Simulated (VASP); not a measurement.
# AgC2 (P-62m) in VASP: single point with PBE

Aim: the single point of AgC2 with PBE.

Everything below comes from runs of VASP 6.6.1. Logs are shortened: lines on timing, memory, paths and dates and some standing lists are left out, and cuts for length are marked.

## Step 1: The cell of the first run

It takes space group P-62m (No. 189, hexagonal). The conventional cell has a = 4.859 Å, b = 4.859 Å, c = 3.400 Å, α = 90.00°, β = 90.00°, γ = 120.00°. Within 3.6 Å of Ag (site symmetry -6) lie 15 C at 2.70 to 3.39 Å and 5 Ag at 2.81 to 3.40 Å. Within 2.0 Å of C (site symmetry m2m) lie 4 C at 1.52 to 1.91 Å. Within 2.5 Å of C (site symmetry -62m) lie 6 C at 1.91 Å.

The cell was generated, and may not be a known phase.

## Step 2: Single point, PBE

INCAR

```
SYSTEM = AgC2
PREC     = Accurate       ! precision mode
ENCUT    = 700            ! plane-wave cutoff, eV
EDIFF    = 1E-6           ! SCF threshold, eV
ISMEAR   = 0              ! smearing method
SIGMA    = 0.2            ! smearing width, eV
LREAL    = .False.        ! projectors in reciprocal space
LASPH    = .True.         ! aspherical terms in the spheres
NELM     = 120            ! most SCF steps
ALGO     = Normal         ! electronic algorithm
ISIF     = 2              ! what is computed and relaxed
LWAVE    = .False.        ! write WAVECAR
LCHARG   = .False.        ! write CHGCAR
GGA      = PE             ! functional
NBANDS   = 36             ! bands
GGA_COMPAT= .False.
```

KPOINTS

```
regular mesh
0
Gamma
  4 4 4
  0 0 0
```

POSCAR

```
AgC2
1.0
    4.8591776354     -0.0000000028      0.0000000000
   -2.4295888153      4.2081712751      0.0000000000
    0.0000000000      0.0000000000      3.3998382818
Ag C
2 4
Direct
    0.6666666667      0.3333333333      0.5000000000
    0.3333333333      0.6666666667      0.5000000000
    0.1800365206      0.1800365206      0.0000000000
    0.0000000000      0.8199634794      0.0000000000
    0.8199634794      0.0000000000      0.0000000000
    0.0000000000      0.0000000000      0.5000000000
```

Potentials or basis: VASP PAW PBE potentials, release 64 (Ag_sv_GW, C).

On the command line:

```sh
$ cat potpaw_PBE.64/Ag_sv_GW/POTCAR potpaw_PBE.64/C/POTCAR > POTCAR
$ mpirun -np 1 vasp_std > vasp.out
```

OUTCAR:

```text
SYSTEM = AgC2
   PREC = Accurate
   ENCUT = 700
   EDIFF = 1E-6
   ISMEAR = 0
   LREAL = .False.
   LASPH = .True.
   NELM = 120
   ISIF = 2
   GGA = PE

 ion  position               nearest neighbor table
   1  0.667  0.333  0.500-
   2  0.333  0.667  0.500-
   3  0.180  0.180  0.000-   4 1.52   5 1.52   6 1.91   6 1.91
   4  0.000  0.820  0.000-   3 1.52   5 1.52   6 1.91   6 1.91
   5  0.820  0.000  0.000-   3 1.52   4 1.52   6 1.91   6 1.91
   6  0.000  0.000  0.500-   3 1.91   3 1.91   4 1.91   4 1.91   5 1.91   5 1.91

  LATTYP: Found a hexagonal cell.
 ALAT       =     4.8591776354
 C/A-ratio  =     0.6996735944

  Lattice vectors:

 A1 = (   4.8591776354,  -0.0000000028,   0.0000000000)
 A2 = (  -2.4295888153,   4.2081712751,   0.0000000000)
 A3 = (   0.0000000000,   0.0000000000,   3.3998382818)

Analysis of symmetry for initial positions (statically):
=====================================================================
 Subroutine PRICEL returns:
 Original cell was already a primitive cell.

 Routine SETGRP: Setting up the symmetry group for a
 hexagonal supercell.

 Subroutine GETGRP returns: Found 12 space group operations
 (whereof 12 operations were pure point group operations)
 out of a pool of 24 trial point group operations.

The static configuration has the point symmetry D_3h.

Analysis of symmetry for dynamics (positions and initial velocities):
=====================================================================
 Subroutine PRICEL returns:
 Original cell was already a primitive cell.

 Routine SETGRP: Setting up the symmetry group for a
 hexagonal supercell.

 Subroutine GETGRP returns: Found 12 space group operations
 (whereof 12 operations were pure point group operations)
 out of a pool of 24 trial point group operations.

The dynamic configuration has the point symmetry D_3h.

 Subroutine INISYM returns: Found 12 space group operations
 (whereof 12 operations are pure point group operations),
 and found     1 'primitive' translations

----------------------------------------------------------------------------------------

                                     Primitive cell

  volume of cell :      69.5207

  direct lattice vectors                    reciprocal lattice vectors
     4.859177635 -0.000000003  0.000000000     0.205796140  0.118816457  0.000000000
    -2.429588815  4.208171275  0.000000000     0.000000000  0.237632913  0.000000000
     0.000000000  0.000000000  3.399838282     0.000000000  0.000000000  0.294131637

  length of vectors
     4.859177635  4.859177635  3.399838282     0.237632913  0.237632913  0.294131637

  position of ions in fractional coordinates (direct lattice)
     0.666666667  0.333333333  0.500000000
     0.333333333  0.666666667  0.500000000
     0.180036521  0.180036521  0.000000000
     1.000000000  0.819963479  0.000000000
     0.819963479  0.000000000  0.000000000
     0.000000000  0.000000000  0.500000000

  ion indices of the primitive-cell ions
   primitive index   ion index
                 1           1
                 2           2
                 3           3
                 4           4
                 5           5
                 6           6

----------------------------------------------------------------------------------------

 KPOINTS: regular mesh

Automatic generation of k-mesh.
 Grid dimensions read from file:
 generate k-points for:    4    4    4

 Generating k-lattice:

  Cartesian coordinates                     Fractional coordinates (reciprocal lattice)
     0.051449035  0.029704114  0.000000000     0.250000000 -0.000000000  0.000000000
     0.000000000  0.059408228  0.000000000     0.000000000  0.250000000  0.000000000
     0.000000000  0.000000000  0.073532909     0.000000000  0.000000000  0.250000000

  Length of vectors
     0.059408228  0.059408228  0.073532909

  Shift w.r.t. Gamma in fractional coordinates (k-lattice)
     0.000000000  0.000000000  0.000000000

 Subroutine IBZKPT returns following result:
 ===========================================

 Found     12 irreducible k-points:

 Following reciprocal coordinates:
            Coordinates               Weight
  0.000000  0.000000  0.000000      1.000000
  0.250000  0.000000  0.000000      6.000000
  0.500000  0.000000  0.000000      3.000000
  0.250000  0.250000  0.000000      6.000000
  0.000000  0.000000  0.250000      2.000000
  0.250000  0.000000  0.250000     12.000000
  0.500000  0.000000  0.250000      6.000000
  0.250000  0.250000  0.250000     12.000000
  0.000000  0.000000  0.500000      1.000000
  0.250000  0.000000  0.500000      6.000000
  0.500000  0.000000  0.500000      3.000000
  0.250000  0.250000  0.500000      6.000000
   k-points           NKPTS =     12   k-points in BZ     NKDIM =     12   number of bands    NBANDS=     36
   number of dos      NEDOS =    301   number of ions     NIONS =      6
   total plane-waves  NPLWV =  52920
   dimension x,y,z NGX =    42 NGY =   42 NGZ =   30
   dimension x,y,z NGXF=    84 NGYF=   84 NGZF=   60
   ions per type =               2   4
   NGX,Y,Z   is equivalent  to a cutoff of  14.37, 14.37, 14.67 a.u.
   NGXF,Y,Z  is equivalent  to a cutoff of  28.74, 28.74, 29.34 a.u.
 SYSTEM =  AgC2
   PREC   = accura    normal or accurate (medium, high low for compatibility)
   ISTART =      0    job   : 0-new  1-cont  2-samecut
   ICHARG =      2    charge: 1-file 2-atom 10-const
   ISPIN  =      1    spin polarized calculation?
   LNONCOLLINEAR =      F non collinear calculations
   LSORBIT =      F    spin-orbit coupling
   LASPH  =      T    aspherical Exc in radial PAW
   ENCUT  =  700.0 eV  51.45 Ry    7.17 a.u.  10.48 10.48  7.33*2*pi/ulx,y,z
   NELM   =    120;   NELMIN=  2; NELMDL= -5     # of ELM steps
   EDIFF  = 0.1E-05   stopping-criterion for ELM
   LREAL  =      F    real-space projection
   EDIFFG = 0.1E-04   stopping-criterion for IOM
   NSW    =      0    number of steps for IOM
   IBRION =     -1    ionic relax: 0-MD 1-quasi-New 2-CG
   NFREE  =      0    steps in history (QN), initial steepest desc. (CG)
   ISIF   =      2    stress and relaxation
   ISYM   =      2    0-nonsym 1-usesym 2-fastsym
   POTIM  = 0.5000    time-step for ionic-motion
   TEBEG  =    0.0;   TEEND  =   0.0 temperature during run
   PSTRESS=    0.0 pullay stress
   NELECT =      54.0000    total number of electrons
   NUPDOWN=      -1.0000    fix difference up-down
   EMIN   =  10.00;   EMAX   =-10.00  energy-range for DOS
   EFERMI =   0.00;   METHOD = LEGACY
   ISMEAR =     0;   SIGMA  =   0.20  broadening in eV -4-tet -1-fermi 0-gaus
   EFERMI_NEDOS =   21; number of points for ismear=-14 and -15
   IALGO  =     38    algorithm
   IMIX   =      4    mixing-type and parameters
     AMIX     =   0.40;   BMIX     =  1.00
     AMIX_MAG =   1.60;   BMIX_MAG =  1.00
  volume/ion in A,a.u.               =      11.59        78.19
  Fermi-wavevector in a.u.,A,eV,Ry     =   1.504878  2.843807 30.812537  2.264658
  Thomas-Fermi vector in A             =   2.615800
   LORBIT       =      0    0 simple, 1 ext, 2 COOP (PROOUT), +10 PAW based schemes
   GGA     = PE    functional components
   LHFCALC =     F    Hartree Fock is set to
   AEXX    =    0.0000 exact exchange contribution
   IVDW    =     0    specifies the selected vdW correction
   LEPSILON=     F    determine dielectric tensor
   LRPA    =     F    only Hartree local field effects (RPA)
 non-spin polarized calculation
 Gauss-broadening in eV      SIGMA  =   0.20
  energy-cutoff  :      700.00
  volume of cell :       69.52
 maximum number of plane-waves:      2967
 NGX is ok and might be reduce to    42
   NGX = 21   NGY = 21   NGZ = 15

 number of electron      53.9999996 magnetization

 Free energy of the ion-electron system (eV)
  ---------------------------------------------------
  ext. energy  EPLUGINS =         0.00000000
  ---------------------------------------------------
  free energy    TOTEN  =       -24.87319504 eV

  energy without entropy =      -24.83051483  energy(sigma->0) =      -24.85185493

 E-fermi :   5.1485     XC(G=0): -11.7467

 val. band max:        5.1277249569   @ k =   0.2500   0.0000   0.2500
 cond. band min:       5.4566167558   @ k =   0.2500   0.0000   0.5000
 fundamental gap:      0.3288917989
 Fermi energy:         5.1484656681

 k-point     1 :       0.0000    0.0000    0.0000
  band No.  band energies     occupation
      1     -85.6417      2.00000
      2     -85.6283      2.00000
      3     -49.1999      2.00000
      4     -49.1999      2.00000
      5     -49.1169      2.00000
      6     -49.1169      2.00000
[... 28 lines left out ...]
     35      13.1767      0.00000
     36      17.2348      0.00000

 k-point     2 :       0.2500    0.0000    0.0000
  band No.  band energies     occupation
      1     -85.6400      2.00000
      2     -85.6300      2.00000
      3     -49.2027      2.00000
      4     -49.1908      2.00000
      5     -49.1261      2.00000
      6     -49.1141      2.00000
[... 28 lines left out ...]
     35      14.1149      0.00000
     36      16.9336      0.00000

 k-point     3 :       0.5000    0.0000    0.0000
  band No.  band energies     occupation
      1     -85.6372      2.00000
      2     -85.6327      2.00000
      3     -49.2053      2.00000
      4     -49.1778      2.00000
      5     -49.1393      2.00000
      6     -49.1115      2.00000
[... 28 lines left out ...]
     35      15.0389      0.00000
     36      16.2861      0.00000
[... 274 lines left out ...]
 k-point    11 :       0.5000    0.0000    0.5000
  band No.  band energies     occupation
      1     -85.6368      2.00000
      2     -85.6323      2.00000
      3     -49.2044      2.00000
      4     -49.1769      2.00000
      5     -49.1385      2.00000
      6     -49.1108      2.00000
[... 28 lines left out ...]
     35      13.4982      0.00000
     36      13.9344      0.00000

 k-point    12 :       0.2500    0.2500    0.5000
  band No.  band energies     occupation
      1     -85.6368      2.00000
      2     -85.6323      2.00000
      3     -49.2058      2.00000
      4     -49.1729      2.00000
      5     -49.1424      2.00000
      6     -49.1094      2.00000
[... 28 lines left out ...]
     35      13.2190      0.00000
     36      13.6997      0.00000

------------------------ aborting loop because EDIFF is reached ----------------------------------------

  FORCE on cell =-STRESS in cart. coord.  units (eV):
  Direction    XX          YY          ZZ          XY          YZ          ZX
  --------------------------------------------------------------------------------------
  -------------------------------------------------------------------------------------
  Total       -0.1277672     -0.1277672      0.0541638      0.0000000      0.0000000      0.0000000
  in kB       -2.9445258     -2.9445258      1.2482614      0.0000000      0.0000000      0.0000000
  external PRESSURE =      -1.5469301 kB  Pullay stress =       0.0000000 kB

 VOLUME and BASIS-vectors are now :
 -----------------------------------------------------------------------------
  energy-cutoff  :      700.00
  volume of cell :       69.52
      direct lattice vectors                 reciprocal lattice vectors
     4.859177635 -0.000000003  0.000000000     0.205796140  0.118816457  0.000000000
    -2.429588815  4.208171275  0.000000000     0.000000000  0.237632913  0.000000000
     0.000000000  0.000000000  3.399838282     0.000000000  0.000000000  0.294131637

 POSITION                                       TOTAL-FORCE (eV/Angst)
 -----------------------------------------------------------------------------------
      2.42959      1.40272      1.69992        -0.000000      0.000000      0.000000
      0.00000      2.80545      1.69992        -0.000000      0.000000      0.000000
      0.43741      0.75762      0.00000         0.027801      0.048153      0.000000
     -1.99217      3.45055      0.00000         0.027801     -0.048153      0.000000
      3.98435     -0.00000      0.00000        -0.055602      0.000000      0.000000
      0.00000      0.00000      1.69992        -0.000000      0.000000      0.000000
 -----------------------------------------------------------------------------------
    total drift:                                0.000000      0.000000     -0.000000

  FREE ENERGIE OF THE ION-ELECTRON SYSTEM (eV)
  ---------------------------------------------------
  free  energy   TOTEN  =       -24.8731950353 eV

  energy  without entropy=      -24.8305148274  energy(sigma->0) =      -24.85185493
```

It took 45 s on 1 thread of AMD EPYC 7R13 (Zen 3), shared host; peak memory 0.21 GiB.

Results:

```
Free energy            : -24.8732 eV
Pressure               : -0.2 GPa
Largest force          : 0.056 eV/Å
Band gap on the k mesh : zero (bands 27 and 28 overlap by 2.59 eV)
```

Forces on the atoms (eV/Å):
```
Ag   0.000  0.000  0.000
Ag   0.000  0.000  0.000
C    0.028  0.048  0.000
C    0.028 -0.048  0.000
C   -0.056  0.000  0.000
C    0.000  0.000  0.000
```

Levels at points of the mesh, in eV from the Fermi level:
| k point | band 22 | band 23 | band 24 | band 25 | band 26 | band 27 | band 28 | band 29 | band 30 | band 31 |
| --- | --- | --- | --- | --- | --- | --- | --- | --- | --- | --- |
| (0.00, 0.00, 0.00) | -2.76 | -2.75 | -2.75 | -1.79 | -1.79 | 2.32 | 2.32 | 2.93 | 2.93 | 3.74 |
| (0.50, 0.00, 0.00) | -2.68 | -2.57 | -2.55 | -0.85 | -0.79 | 1.98 | 2.24 | 2.25 | 2.45 | 2.92 |
| (0.00, 0.00, 0.50) | -2.40 | -2.21 | -0.98 | -0.98 | 0.46 | 0.46 | 0.71 | 3.99 | 4.63 | 4.71 |
| (0.50, 0.00, 0.50) | -2.48 | -2.37 | -2.10 | -1.53 | -0.56 | -0.11 | 2.68 | 4.13 | 4.31 | 4.55 |

Caveat: the k points lie up to 0.46 Å⁻¹ apart, too coarse for converged energies and pressures of a metal.

The gap in the log of VASP goes by the Fermi energy; the results here count the filled bands.